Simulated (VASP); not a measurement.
GaIr2, 6 atoms in the cell. Symmetry: Fd-3m, No. 227, cubic system. The conventional cell has a = 7.359 Å, b = 7.359 Å, c = 7.359 Å, α = 90.00°, β = 90.00°, γ = 90.00°. Within 4.0 Å of Ga (site symmetry -43m) lie 12 Ir at 3.05 Å and 4 Ga at 3.19 Å. Within 3.4 Å of Ir (site symmetry -3m) lie 6 Ir at 2.60 Å and 6 Ga at 3.05 Å. 

* Program: VASP 6.6.1
* Task: relaxation of cell and atoms
* Functional: PBE
* Potentials or basis: VASP PAW PBE potentials, release 64 (Ga_d, Ir)
* Cutoff: 600 eV
* k mesh: 10 × 10 × 10
* Occupations: gaussian, width 0.1 eV
* Spin: no spin polarisation
* Dipole correction: no
* Further INCAR settings: ALGO = Fast; EDIFF = 1e-06; IBRION = 2; EDIFFG = -0.01; NSW = 100; ISIF = 3

Potentials or basis: VASP PAW PBE potentials, release 64 (Ga_d, Ir).

Launch:

```sh
$ cat potpaw_PBE.64/Ga_d/POTCAR potpaw_PBE.64/Ir/POTCAR > POTCAR
$ mpirun -np 1 vasp_std > vasp.out
```

Hardware: 1 thread of Intel(R) Xeon(R) 6975P-C (Granite Rapids) (shared host).

Question: How long does it take, and how much memory?

Answer: Wall time 7.4 min on 1 thread of Intel(R) Xeon(R) 6975P-C (Granite Rapids), with other jobs on the host, peak memory 0.39 GiB. Counts: scf iterations 39, k points 47, ion steps 3.
